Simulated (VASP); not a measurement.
Wanted: the native input for a VASP 6.6.1 run.

- Task: single point
- Functional: PBE
- Potentials or basis: VASP PAW PBE potentials, release 64 (Ti_sv, Ge_d, Se)
- Cutoff: 520 eV
- k mesh: 6 × 6 × 1
- Occupations: gaussian, width 0.2 eV
- Spin: no spin polarisation
- Dipole correction: no
- Further INCAR settings: ALGO = Normal; EDIFF = 1e-06; NBANDS = 62

The structure of TiGeSe4 lies in POSCAR:

```
TiGeSe4
1.0
    3.5920929913      0.0000000000      0.0000000000
   -1.7960464957      3.1108437832      0.0000000000
    0.0000000000      0.0000000000     27.0870255793
Ti Ge Se
2 2 8
Direct
    0.0000000000      0.0000000000      0.0000000000
    1.0000000000      0.0000000000      0.5000000000
    1.0000000000      0.0000000000      0.2500000000
    0.0000000000      0.0000000000      0.7500000000
    0.6666666667      0.3333333333      0.4436729771
    0.6666666667      0.3333333333      0.9436729771
    0.6666666667      0.3333333333      0.1936665920
    0.6666666667      0.3333333333      0.6936665920
    0.3333333333      0.6666666667      0.3063334080
    0.3333333333      0.6666666667      0.8063334080
    0.3333333333      0.6666666667      0.0563270229
    0.3333333333      0.6666666667      0.5563270229
```

The input as run:

INCAR

```
SYSTEM = TiGeSe4
PREC = Accurate ; ENCUT = 520
EDIFF = 1E-6 ; ISMEAR = 0
SIGMA = 0.2 ; LREAL = .False.
LASPH = .True. ; NELM = 100
ALGO = Normal ; ISIF = 2
LWAVE = .False. ; LCHARG = .True.
GGA = PE ; LELF = .True.
LVHAR = .True. ; NBANDS = 62
```

KPOINTS

```
Automatic mesh
0
Gamma
  6 6 1
  0 0 0
```

Potentials or basis: VASP PAW PBE potentials, release 64 (Ti_sv, Ge_d, Se).

The run is started by

```console
$ cat potpaw_PBE.64/Ti_sv/POTCAR potpaw_PBE.64/Ge_d/POTCAR potpaw_PBE.64/Se/POTCAR > POTCAR
$ mpirun -np 1 vasp_std > vasp.out
```

It gave:

```json
{
 "Pressure": "0.1 GPa",
 "Largest force": "0.061 eV/Å",
 "Band gap on the k mesh": "zero (band 50 reaches 3.51 eV, above the bottom of band 51 at 2.96 eV)"
}
```

Caveat: this functional lacks dispersion, which binds the layers, so the pressure and a relaxed spacing across them are unreliable.

Wall time 3.7 min on 1 thread of AMD EPYC 7R13 Processor (Zen 3), with other jobs on the host, peak memory 0.46 GiB.
